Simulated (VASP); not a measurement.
# Li (P1) in VASP: further runs

Runs on Li. Level: r2SCAN. Tasks: single point.

Everything below comes from runs of VASP 6.6.1. Logs are shortened: lines on timing, memory, paths and dates and some standing lists are left out, and cuts for length are marked.

### Step 1. The cell of the first run

The typed cell holds 16 atoms: a = 5.897 Å, b = 5.897 Å, c = 5.897 Å, α = 90.00°, β = 90.00°, γ = 90.00°.

### Step 2. Single point, r2SCAN

Input file POSCAR:

```
Li
1.0
    5.8973540000      0.0000000000      0.0000000000
    0.0000000000      5.8973540000      0.0000000000
    0.0000000000      0.0000000000      5.8973540000
Li
16
Direct
   -0.0203141951     -0.0064944380      0.0249094764
    0.4987830135      0.0839529050     -0.0560420826
   -0.0180589464      0.4964938513      0.0572968826
    0.0351852712     -0.0010513189      0.5417005661
    0.2943014783      0.1853882267      0.2212517682
    0.5176558843      0.5461941067      0.0642661099
    0.4857093537      0.0029843893      0.5372070254
    0.7376698092      0.1981736216      0.2371063362
    0.0145319409      0.4656155964      0.4266659251
    0.2705111479      0.7780947184      0.2687137316
    0.1984618865      0.3038650893      0.7730585615
    0.4399261092      0.4060804218      0.4667516992
    0.7564239827      0.7556439719      0.2866709375
    0.7450120851      0.3064425164      0.7128112031
    0.1731115344      0.7090298463      0.7374832849
    0.7425533553      0.7812317185      0.7684293668
```

Input file INCAR.step1:

```
PREC = Accurate
ENCUT = 520
ISMEAR = -1
SIGMA = 0.1
LREAL = Auto
LASPH = True
NELM = 60
NBANDS = 38
GGA = PE
ALGO = Normal
EDIFF = 1E-4
LWAVE = True
LCHARG = False
```

Input file INCAR.step2:

```
PREC = Accurate
ENCUT = 520
EDIFF = 1E-6
ISMEAR = -1
SIGMA = 0.1
LREAL = Auto
LASPH = True
NELM = 60
ALGO = Normal
ISIF = 2
LWAVE = False
LCHARG = False
METAGGA = R2SCAN
LMIXTAU = True
NBANDS = 38
ISTART = 1
```

Input file KPOINTS:

```
Automatic mesh
0
Gamma
  2 2 2
```

Potentials or basis: VASP PAW PBE potentials, release 64 (Li_sv).

Launch:

```
$ cat potpaw_PBE.64/Li_sv/POTCAR > POTCAR
$ cp INCAR.step1 INCAR
$ mpirun -np 1 vasp_std > vasp.out
$ cp INCAR.step2 INCAR
$ mpirun -np 1 vasp_std > vasp.out
```

OUTCAR:

```text
PREC = Accurate
   ENCUT = 520
   EDIFF = 1E-6
   ISMEAR = -1
   LREAL = Auto
   LASPH = True
   NELM = 60
   ISIF = 2
   METAGGA = R2SCAN
   ISTART = 1

 ion  position               nearest neighbor table
   1  0.980  0.994  0.025-   8 2.25  16 2.41   5 2.46  13 2.47  10 2.57
   2  0.499  0.084  0.944-   5 2.12   8 2.33  14 2.39  11 2.42   7 2.45  16 2.52
   3  0.982  0.496  0.057-   9 2.19  11 2.39  13 2.44   8 2.51  15 2.53
   4  0.035  0.999  0.542-  15 2.22  11 2.45  10 2.49  16 2.53
   5  0.294  0.185  0.221-   2 2.12  12 2.13  10 2.42   7 2.43   1 2.46
   6  0.518  0.546  0.064-  13 2.29  10 2.33  12 2.55  16 2.59
   7  0.486  0.003  0.537-  16 2.42  10 2.42  12 2.43   5 2.43   2 2.45  14 2.57   8 2.58
   8  0.738  0.198  0.237-   1 2.25   2 2.33   3 2.51   9 2.53  12 2.53   7 2.58
   9  0.015  0.466  0.427-   3 2.19  13 2.43  14 2.50  11 2.50  15 2.51   8 2.53  12 2.54  10 2.56

  10  0.271  0.778  0.269-   6 2.33   5 2.42   7 2.42   4 2.49   9 2.56   1 2.57
  11  0.198  0.304  0.773-  12 2.38   3 2.39  15 2.40   2 2.42   4 2.45   9 2.50
  12  0.440  0.406  0.467-   5 2.13  11 2.38  14 2.38   7 2.43   8 2.53   9 2.54   6 2.55
  13  0.756  0.756  0.287-   6 2.29   9 2.43   3 2.44   1 2.47
  14  0.745  0.306  0.713-  12 2.38   2 2.39   9 2.50   7 2.57
  15  0.173  0.709  0.737-   4 2.22  11 2.40   9 2.51   3 2.53  16 2.58
  16  0.743  0.781  0.768-   1 2.41   7 2.42   2 2.52   4 2.53  15 2.58   6 2.59

  LATTYP: Found a simple cubic cell.
 ALAT       =     5.8973540000

  Lattice vectors:

 A1 = (   5.8973540000,   0.0000000000,   0.0000000000)
 A2 = (   0.0000000000,   5.8973540000,   0.0000000000)
 A3 = (   0.0000000000,   0.0000000000,   5.8973540000)

Analysis of symmetry for initial positions (statically):
=====================================================================
 Subroutine PRICEL returns:
 Original cell was already a primitive cell.

 Routine SETGRP: Setting up the symmetry group for a
 simple cubic supercell.

 Subroutine GETGRP returns: Found  1 space group operations
 (whereof  1 operations were pure point group operations)
 out of a pool of 48 trial point group operations.

The static configuration has the point symmetry C_1 .

Analysis of symmetry for dynamics (positions and initial velocities):
=====================================================================
 Subroutine PRICEL returns:
 Original cell was already a primitive cell.

 Routine SETGRP: Setting up the symmetry group for a
[... 121 lines left out ...]
   IBRION =     -1    ionic relax: 0-MD 1-quasi-New 2-CG
   NFREE  =      0    steps in history (QN), initial steepest desc. (CG)
   ISIF   =      2    stress and relaxation
   ISYM   =      2    0-nonsym 1-usesym 2-fastsym
   POTIM  = 0.5000    time-step for ionic-motion
   TEBEG  =    0.0;   TEEND  =   0.0 temperature during run
   PSTRESS=    0.0 pullay stress
   NELECT =      48.0000    total number of electrons
   NUPDOWN=      -1.0000    fix difference up-down
   EMIN   =  10.00;   EMAX   =-10.00  energy-range for DOS
   EFERMI =   0.00;   METHOD = LEGACY
   ISMEAR =    -1;   SIGMA  =   0.10  broadening in eV -4-tet -1-fermi 0-gaus
   EFERMI_NEDOS =   21; number of points for ismear=-14 and -15
   IALGO  =     38    algorithm
   IMIX   =      4    mixing-type and parameters
     AMIX     =   0.40;   BMIX     =  1.00
     AMIX_MAG =   1.60;   BMIX_MAG =  1.00
  volume/ion in A,a.u.               =      12.82        86.51
  Fermi-wavevector in a.u.,A,eV,Ry     =   1.008861  1.906471 13.848020  1.017801
  Thomas-Fermi vector in A             =   2.141754
   LORBIT       =      0    0 simple, 1 ext, 2 COOP (PROOUT), +10 PAW based schemes
   METAGGA = R2SCAN    functional components
   LHFCALC =     F    Hartree Fock is set to
   AEXX    =    0.0000 exact exchange contribution
   IVDW    =     0    specifies the selected vdW correction
   LEPSILON=     F    determine dielectric tensor
   LRPA    =     F    only Hartree local field effects (RPA)
 non-spin polarized calculation
  energy-cutoff  :      520.00
  volume of cell :      205.10
 maximum number of plane-waves:      5520
 NGX is ok and might be reduce to    48
   NGX = 21   NGY = 21   NGZ = 21

 number of electron      48.0000009 magnetization

 Free energy of the ion-electron system (eV)
  ---------------------------------------------------
  ext. energy  EPLUGINS =         0.00000000
  ---------------------------------------------------
  free energy    TOTEN  =       -32.00005547 eV

  energy without entropy =      -31.79520734  energy(sigma->0) =      -31.89763141

 E-fermi :   2.0288     XC(G=0):  -8.7411

 val. band max:        2.0004957142   @ k =   0.5000   0.0000   0.5000
 cond. band min:       2.0537680606   @ k =   0.0000   0.0000   0.5000
 fundamental gap:      0.0532723464
 Fermi energy:         2.0288409041

 k-point     1 :       0.0000    0.0000    0.0000
  band No.  band energies     occupation
      1     -45.6666      2.00000
      2     -45.6335      2.00000
      3     -45.5997      2.00000
      4     -45.5528      2.00000
      5     -45.5081      2.00000
      6     -45.4603      2.00000
[... 301 lines left out ...]
     35       6.2015      0.00000
     36       6.2524      0.00000
 [bands above 36 left out]

------------------------ aborting loop because EDIFF is reached ----------------------------------------

  FORCE on cell =-STRESS in cart. coord.  units (eV):
  Direction    XX          YY          ZZ          XY          YZ          ZX
  --------------------------------------------------------------------------------------
  -------------------------------------------------------------------------------------
  Total       19.3813026     18.1279246     20.6583090     -0.2616214      0.2043456     -0.3012847
  in kB      151.3986319    141.6077673    161.3740722     -2.0436767      1.5962627     -2.3535103
  external PRESSURE =     151.4601571 kB  Pullay stress =       0.0000000 kB

 VOLUME and BASIS-vectors are now :
 -----------------------------------------------------------------------------
  energy-cutoff  :      520.00
  volume of cell :      205.10
      direct lattice vectors                 reciprocal lattice vectors
     5.897354000  0.000000000  0.000000000     0.169567572  0.000000000  0.000000000
     0.000000000  5.897354000  0.000000000     0.000000000  0.169567572  0.000000000
     0.000000000  0.000000000  5.897354000     0.000000000  0.000000000  0.169567572

 POSITION                                       TOTAL-FORCE (eV/Angst)
 -----------------------------------------------------------------------------------
      5.77755      5.85905      0.14690         0.295383      0.042693     -0.246646
      2.94150      0.49510      5.56685        -0.015637     -0.696386     -0.273088
      5.79085      2.92800      0.33790         0.208061     -0.175009     -0.482610
      0.20750      5.89115      3.19460        -0.445738      0.634912     -0.252348
      1.73560      1.09330      1.30480        -0.911816      0.084977     -0.104756
      3.05280      3.22110      0.37900        -0.272502      0.001230     -0.883933
[... 8 lines left out ...]
      1.02090      4.18140      4.34920         0.999070      0.164485      0.509236
      4.37910      4.60720      4.53170        -0.400189     -0.764045     -0.191146
 -----------------------------------------------------------------------------------
    total drift:                               -0.089436     -0.112548      0.084373

  FREE ENERGIE OF THE ION-ELECTRON SYSTEM (eV)
  ---------------------------------------------------
  free  energy   TOTEN  =       -32.0000554680 eV

  energy  without entropy=      -31.7952073421  energy(sigma->0) =      -31.89763141
```

OSZICAR.step1:

```text
N       E                     dE             d eps       ncg     rms          rms(c)
DAV:   1     0.322812458023E+03    0.32281E+03   -0.20121E+04   608   0.136E+03
DAV:   2     0.542363667363E+02   -0.26858E+03   -0.24964E+03   624   0.365E+02
DAV:   3    -0.139552085678E+02   -0.68192E+02   -0.65509E+02  1142   0.888E+01
DAV:   4    -0.240821512422E+02   -0.10127E+02   -0.98917E+01   978   0.583E+01
DAV:   5    -0.253120087812E+02   -0.12299E+01   -0.12285E+01   980   0.140E+01    0.297E+00
DAV:   6    -0.249632235704E+02    0.34879E+00   -0.11120E+00   828   0.554E+00    0.150E+00
DAV:   7    -0.249714173873E+02   -0.81938E-02   -0.22756E-01   912   0.194E+00    0.951E-01
DAV:   8    -0.249809945229E+02   -0.95771E-02   -0.37219E-02   944   0.942E-01    0.386E-01
DAV:   9    -0.249832147289E+02   -0.22202E-02   -0.69474E-03   936   0.386E-01    0.135E-01
DAV:  10    -0.249832440110E+02   -0.29282E-04   -0.88659E-04   912   0.188E-01
   1 F= -.24983244E+02 E0= -.24872334E+02  d E =-.221819E+00
```

Run time: 3.4 min. Hardware: 1 thread of Intel Xeon 6975P-C (Granite Rapids), shared host; peak memory 0.32 GiB.

What came out:

| Property | Result |
| --- | --- |
| Free energy | -32.0001 eV |
| Largest force | 1.342 eV/Å |
| Band gap on the k mesh | zero (bands 24 and 25 overlap by 0.71 eV) |

Forces on the atoms (eV/Å):
```
Li   0.295  0.043 -0.247
Li  -0.016 -0.696 -0.273
Li   0.208 -0.175 -0.483
Li  -0.446  0.635 -0.252
Li  -0.912  0.085 -0.105
Li  -0.273  0.001 -0.884
Li   0.093 -0.641  0.100
Li   0.324 -0.081  0.327
Li  -0.273 -0.028  0.201
Li   0.017 -0.147 -0.380
Li  -0.003 -0.339  0.383
Li   0.438  1.168  0.497
Li  -0.373  0.340  0.613
Li   0.322  0.436  0.185
Li   0.999  0.164  0.509
Li  -0.400 -0.764 -0.191
```

Caveat: the k points lie up to 0.53 Å⁻¹ apart, too coarse for converged energies and pressures of a metal; the cutoff is under 1.25 times the usual one of these potentials, so pressure, stress and relaxed cells hold a basis-set (Pulay) error; the atoms stand as in a frame of molecular dynamics; the PAW data sets were made with another functional, which shifts forces and pressure a little.

### Step 3. Single point, r2SCAN

This run uses another cell than the first one, of 17.51 Å³/atom.

Input file POSCAR:

```
Li
1.0
    6.5430780000      0.0000000000      0.0000000000
    0.0000000000      6.5430780000      0.0000000000
    0.0000000000      0.0000000000      6.5430780000
Li
16
Direct
   -0.0185998088     -0.0010239829      0.0205102247
    0.5098517854      0.0388655003     -0.0477451132
   -0.0228485737      0.5107229350      0.0512449951
    0.0110192787     -0.0192111419      0.5407393890
    0.2697048698      0.2027638980      0.2045978972
    0.5140394169      0.5298729436      0.0332565193
    0.4940182587      0.0042793315      0.5463178033
    0.7352197238      0.2101457449      0.2365247671
   -0.0238878399      0.4676698031      0.4776650989
    0.2501574947      0.7567997814      0.2456183466
    0.2107265113      0.2754514007      0.7576709310
    0.4641087879      0.4340923339      0.4989089233
    0.7862201857      0.7738406909      0.2597248573
    0.7607734464      0.2987431909      0.7082140852
    0.2308393695      0.7097424179      0.7472629854
    0.7653890111      0.7907134838      0.7534374495
```

Input file INCAR.step1:

```
SYSTEM = Li
  PREC = Accurate
  ENCUT = 520
  ISMEAR = -1
  SIGMA = 0.1
  LREAL = Auto
  LASPH = .TRUE.
  NELM = 80
  NBANDS = 38
  GGA = PE
  ALGO = Normal
  EDIFF = 1E-4
  LWAVE = .TRUE.
  LCHARG = .FALSE.
```

Input file INCAR.step2:

```
SYSTEM = Li
  PREC = Accurate
  ENCUT = 520
  EDIFF = 1E-6
  ISMEAR = -1
  SIGMA = 0.1
  LREAL = Auto
  LASPH = .TRUE.
  NELM = 80
  ALGO = Normal
  ISIF = 2
  LWAVE = .FALSE.
  LCHARG = .TRUE.
  METAGGA = R2SCAN
  LMIXTAU = .TRUE.
  LELF = .TRUE.
  LVHAR = .TRUE.
  NBANDS = 38
  ISTART = 1
```

Input file KPOINTS:

```
regular mesh
0
G
  2 2 2
  0 0 0
```

Potentials or basis: VASP PAW PBE potentials, release 64 (Li_sv).

Launch:

```
$ cat potpaw_PBE.64/Li_sv/POTCAR > POTCAR
$ cp INCAR.step1 INCAR
$ mpirun -np 1 vasp_std > vasp.out
$ cp INCAR.step2 INCAR
$ mpirun -np 1 vasp_std > vasp.out
```

It took 4.9 min on 1 thread of Intel Xeon 6975P-C (Granite Rapids), shared host; peak memory 0.36 GiB.

Results (log left out):

| Property | Result |
| --- | --- |
| Free energy | -36.3099 eV |
| Largest force | 0.921 eV/Å |
| Band gap on the k mesh | zero (bands 24 and 25 overlap by 0.76 eV) |

Forces on the atoms (eV/Å):
```
Li   0.355  0.124 -0.515
Li  -0.060 -0.301  0.037
Li   0.065 -0.306 -0.431
Li   0.331  0.502 -0.336
Li  -0.314  0.284  0.467
Li   0.108 -0.106 -0.282
Li  -0.131 -0.160 -0.499
Li   0.014  0.064  0.273
Li   0.323  0.309 -0.418
Li   0.203  0.122  0.194
Li  -0.041 -0.171  0.373
Li   0.072  0.584 -0.305
Li  -0.776 -0.011  0.495
Li  -0.088 -0.255  0.678
Li   0.110  0.061  0.181
Li  -0.170 -0.743  0.086
```

Levels at points of the mesh, in eV from the Fermi level:
```tsv
k point	band 21	band 22	band 23	band 24	band 25	band 26
(0.00, 0.00, 0.00)	-1.11	-1.02	-0.97	0.37	0.44	0.49
(0.50, 0.00, 0.00)	-0.61	-0.52	-0.46	-0.43	-0.38	-0.37
(0.00, 0.50, 0.00)	-0.59	-0.57	-0.53	-0.43	-0.39	-0.36
(0.00, 0.00, 0.50)	-0.62	-0.57	-0.50	-0.39	-0.31	-0.24
(0.50, 0.50, 0.00)	-0.11	0.01	0.04	0.12	0.19	0.27
(0.00, 0.50, 0.50)	-0.18	-0.11	-0.06	0.09	0.29	0.35
(0.50, 0.00, 0.50)	-0.22	-0.08	0.00	0.14	0.16	0.30
(0.50, 0.50, 0.50)	-1.86	-1.83	-1.78	-1.72	2.53	2.72
```

Caveat: the k points lie up to 0.48 Å⁻¹ apart, too coarse for converged energies and pressures of a metal; the cutoff is under 1.25 times the usual one of these potentials, so pressure, stress and relaxed cells hold a basis-set (Pulay) error; the atoms stand as in a frame of molecular dynamics; the PAW data sets were made with another functional, which shifts forces and pressure a little.

### Step 4. Single point, r2SCAN

This run uses another cell than the first one, of 22.30 Å³/atom.

Input file POSCAR:

```
Li
1.0
    7.0931540000      0.0000000000      0.0000000000
    0.0000000000      7.0931540000      0.0000000000
    0.0000000000      0.0000000000      7.0931540000
Li
16
Direct
   -0.0041166454      0.0092624522     -0.0036937024
    0.5171606312     -0.0094739237     -0.0486948401
   -0.0219648410      0.5122262959      0.0311568027
   -0.0055687498     -0.0153246356      0.5290876245
    0.2383706881      0.2270217170      0.2044506576
    0.5102243656      0.5056706791     -0.0018750474
    0.4897962176      0.0077680535      0.5299617067
    0.7361605289      0.2295593751      0.2357061471
   -0.0372189861      0.4880198569      0.5030484323
    0.2457017005      0.7522746581      0.2272472866
    0.2148409579      0.2418529190      0.7565886769
    0.4915725783      0.4795046040      0.5194022292
    0.7809642932      0.7926516187      0.2447994221
    0.7570398161      0.2832308448      0.7314235670
    0.2844855758      0.7228378236      0.7660344044
    0.7739998314      0.7704330119      0.7413486300
```

Input file INCAR.step1:

```
SYSTEM = Li
ALGO = Normal
EDIFF = 1E-4
ENCUT = 520
GGA = PE
ISMEAR = -1
LASPH = .True.
LCHARG = .False.
LREAL = Auto
LWAVE = .True.
NBANDS = 38
NELM = 60
PREC = Accurate
SIGMA = 0.1
```

Input file INCAR.step2:

```
SYSTEM = Li
ALGO = Normal
EDIFF = 1E-6
ENCUT = 520
ISIF = 2
ISMEAR = -1
ISTART = 1
LASPH = .True.
LCHARG = .True.
LELF = .True.
LMIXTAU = .True.
LREAL = Auto
LVHAR = .True.
LWAVE = .False.
METAGGA = R2SCAN
NBANDS = 38
NELM = 60
PREC = Accurate
SIGMA = 0.1
```

Input file KPOINTS:

```
k-points
0
Gamma
  2 2 2
  0 0 0
```

Launch:

```
$ cat potpaw_PBE.64/Li_sv/POTCAR > POTCAR
$ cp INCAR.step1 INCAR
$ mpirun -np 1 vasp_std > vasp.out
$ cp INCAR.step2 INCAR
$ mpirun -np 1 vasp_std > vasp.out
```

Wall time 6.7 min (1 thread of Intel Xeon 6975P-C (Granite Rapids), shared host); peak memory 0.42 GiB.

Results (log left out):

- Free energy: -37.2572 eV
- Largest force: 0.553 eV/Å
- Band gap on the k mesh: zero (bands 24 and 25 overlap by 0.83 eV)

Forces in eV/Å, atoms in the order of the input:
```
Li  -0.055 -0.108 -0.255
Li  -0.037  0.169  0.136
Li   0.048 -0.067 -0.318
Li   0.236  0.204 -0.199
Li   0.098  0.076  0.345
Li   0.204 -0.138  0.016
Li   0.005 -0.041 -0.186
Li   0.030  0.013  0.124
Li   0.383  0.117 -0.252
Li   0.124  0.096  0.229
Li   0.177  0.200  0.031
Li   0.006  0.167 -0.300
Li  -0.425 -0.164  0.127
Li  -0.089 -0.361  0.410
Li  -0.537  0.095 -0.080
Li  -0.167 -0.257  0.172
```

Levels at points of the mesh, in eV from the Fermi level:
```csv
k point,band 21,band 22,band 23,band 24,band 25,band 26
"(0.00, 0.00, 0.00)",-1.05,-1.00,-0.96,0.43,0.45,0.46
"(0.50, 0.00, 0.00)",-0.55,-0.51,-0.48,-0.44,-0.40,-0.37
"(0.00, 0.50, 0.00)",-0.56,-0.54,-0.50,-0.46,-0.35,-0.32
"(0.00, 0.00, 0.50)",-0.58,-0.53,-0.47,-0.44,-0.39,-0.37
"(0.50, 0.50, 0.00)",-0.04,0.01,0.04,0.12,0.12,0.18
"(0.00, 0.50, 0.50)",-0.13,-0.01,0.03,0.09,0.15,0.22
"(0.50, 0.00, 0.50)",-0.12,-0.06,0.01,0.12,0.14,0.18
"(0.50, 0.50, 0.50)",-1.73,-1.68,-1.60,-1.55,2.33,2.47
```

Caveat: the k points lie up to 0.44 Å⁻¹ apart, too coarse for converged energies and pressures of a metal; the cutoff is under 1.25 times the usual one of these potentials, so pressure, stress and relaxed cells hold a basis-set (Pulay) error; the atoms stand as in a frame of molecular dynamics; the PAW data sets were made with another functional, which shifts forces and pressure a little.

### Step 5. Overview

```csv
cell,gap on the mesh (eV),largest force (eV/Å)
"a = 5.897 Å, 16 atoms, atomic positions A",none,1.34
"a = 6.543 Å, 16 atoms, atomic positions B",none,0.92
"a = 7.093 Å, 16 atoms, atomic positions C",none,0.55
```

Alike in all rows: task single point; level r2SCAN; potentials or basis VASP PAW PBE potentials, release 64 (Li_sv); no spin polarisation; k mesh 2 × 2 × 2; cutoff (eV) 520; smearing fermi-dirac 0.1 eV.

Caveats: all runs use coarse meshes; the cutoff is under 1.25 times the usual one of these potentials, so pressure, stress and relaxed cells hold a basis-set (Pulay) error; the atoms stand as in a frame of molecular dynamics; the PAW data sets were made with another functional, which shifts forces and pressure a little.

Total energies depend on the potentials used, so only differences within one code and one set of settings carry meaning.

The gap in the log of VASP goes by the Fermi energy; the results here count the filled bands.